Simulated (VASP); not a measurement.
## RbAgS2: single point with PBE

Crystal: RbAgS2.

```
CELL_PARAMETERS angstrom
5.28405 0.00000 0.00000
-2.64202 4.57612 0.00000
0.00000 0.00000 6.66908
ATOMIC_POSITIONS crystal
Rb 0.00000 0.00000 0.00000
Ag 0.00000 0.00000 0.50000
S 0.33333 0.66667 0.00000
S 0.66667 0.33333 0.00000
```

The cell was built from a structure type or drawn by symmetry, and may not be a known phase.

```
Program             : VASP 6.6.1
Task                : single point
Functional          : PBE
Potentials or basis : VASP PAW PBE potentials, release 64 (Rb_sv, Ag, S)
Cutoff              : 520 eV
k mesh              : 12 × 12 × 8
Occupations         : gaussian, width 0.1 eV
Spin                : no spin polarisation
```

```yaml
Pressure: 0.0 GPa
Band_gap_on_the_k_mesh: zero (bands 16 and 17 overlap by 0.36 eV)
```

Stress tensor (GPa, compression positive):
```
 0.07  0.00  0.00
 0.00  0.07  0.00
 0.00  0.00 -0.01
```

Levels at points of the mesh, in eV from the Fermi level:
```csv
k point,band 14,band 15,band 16,band 17,band 18,band 19
"(0.00, 0.00, 0.00)",-1.60,-0.80,0.10,0.65,0.65,5.24
"(0.50, 0.00, 0.00)",-1.21,-0.58,-0.03,0.05,0.46,3.00
"(0.00, 0.00, 0.50)",-1.92,0.08,0.25,0.67,0.67,3.02
"(0.50, 0.00, 0.50)",-1.38,-0.71,0.05,0.45,0.46,3.62
```

It took 4.8 min on 1 thread of AMD EPYC 9R45 96-Core Processor (Zen 5) (shared host), peak memory 0.48 GiB.
